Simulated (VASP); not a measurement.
Input of a VASP 6.6.1 run:

File INCAR:

```
PREC     = Accurate       # precision mode
ENCUT    = 600            # plane-wave cutoff, eV
EDIFF    = 1E-6           # SCF threshold, eV
ISMEAR   = 0              # smearing method
SIGMA    = 0.05           # smearing width, eV
LREAL    = F              # projectors in reciprocal space
LASPH    = T              # aspherical terms in the spheres
NELM     = 60             # most SCF steps
ALGO     = Normal         # electronic algorithm
ISIF     = 8              # what is computed and relaxed
LWAVE    = F              # write WAVECAR
LCHARG   = F              # write CHGCAR
GGA      = PS             # functional
IBRION   = 2              # ionic algorithm
NSW      = 80             # ionic steps
EDIFFG   = -0.01          # ionic threshold
```

The input KPOINTS:

```
regular mesh
0
Gamma
  19 19 10
```

The input POSCAR:

```
Pt
1.0
    2.7606700000      0.0000000000      0.0000000000
   -1.3803300000      2.3908100000      0.0000000000
    0.0000000000      0.0000000000      4.7921300000
Pt
2
Direct
    0.6666666667      0.3333333333      0.7500000000
    0.3333333333      0.6666666667      0.2500000000
```

Potentials or basis: VASP PAW PBE potentials, release 64 (Pt).

Launch:

```console
$ cat potpaw_PBE.64/Pt/POTCAR > POTCAR
$ mpirun -np 1 vasp_std > vasp.out
```

(1) What does it give for the relaxed volume?

(2) Estimate the relaxed cell.

Answers

(1) 15.13 Å³/atom.

(2) a = 2.720 Å, b = 2.720 Å, c = 4.722 Å, α = 90.00°, β = 90.00°, γ = 120.00°.

Caveat: the PAW data sets were made with another functional, which shifts forces and pressure a little.
